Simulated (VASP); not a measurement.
A run of VASP 6.6.1:

Contents of INCAR:

```
PREC = Accurate
ENCUT = 520
EDIFF = 1E-6
ISMEAR = 1
SIGMA = 0.1
LREAL = False
LASPH = True
NELM = 80
ALGO = Normal
ISIF = 2
LWAVE = False
LCHARG = False
GGA = PS
NBANDS = 12
```

The input KPOINTS:

```
regular mesh
0
Gamma
  8 8 8
```

POSCAR

```
TeAs
1.0
    0.0000000000      2.9070853685      2.9070853685
    2.9070853685      0.0000000000      2.9070853685
    2.9070853685      2.9070853685      0.0000000000
Te As
1 1
Direct
    0.5000000000      0.5000000000      0.5000000000
    0.0000000000      0.0000000000      0.0000000000
```

Potentials or basis: VASP PAW PBE potentials, release 64 (Te, As).

Command:

```console
$ cat potpaw_PBE.64/Te/POTCAR potpaw_PBE.64/As/POTCAR > POTCAR
$ mpirun -np 1 vasp_std > vasp.out
```

Hardware: 1 thread of AMD EPYC 9R45 (Zen 5), with other jobs on the host.

Estimate the wall time of this run.

Run time: 14 s on 1 thread of AMD EPYC 9R45 (Zen 5), on a shared host, peak memory 0.15 GiB. Counts: scf iterations 10, k points 29.
